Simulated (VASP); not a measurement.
Runs of VASP 6.6.1 on Cd2As. The structure is that of space group Fm-3m (No. 225), or close to it. The cells are those of the table. 

```csv
task,cell,k mesh,cutoff (eV),gap on the mesh (eV),pressure (GPa),relaxed volume (Å³/atom)
single point,"a = 4.561 Å, angles 60.0°, 3 atoms",6 × 6 × 6,520,none,8.5,-
single point,"a = 4.766 Å, angles 60.0°, 3 atoms",6 × 6 × 6,520,none,0.1,-
relaxation of cell and atoms,"relaxed from a = 4.766 Å, angles 60.0°, 3 atoms",12 × 12 × 12,600,none,0.0,(b)
single point,"a = 4.766 Å, angles 60.0°, 3 atoms",12 × 12 × 12,520,none,(a),-
relaxation of cell and atoms,"relaxed from a = 4.561 Å, angles 60.0°, 3 atoms",6 × 6 × 6,600,none,0.0,25.52
```

Alike in all rows: level PBE; potentials or basis VASP PAW PBE potentials, release 64 (Cd, As); no spin polarisation; smearing gaussian 0.1 eV.

Question: Estimate the missing entries.

Answer: (a) 0.3; (b) 25.64.

Caveats: the cell stands under pressure (at least some runs).

A k mesh can miss the band edges, and the runs leave out spin-orbit coupling on As, Cd.

A gap of «none» marks levels without a gap at the run's occupations.
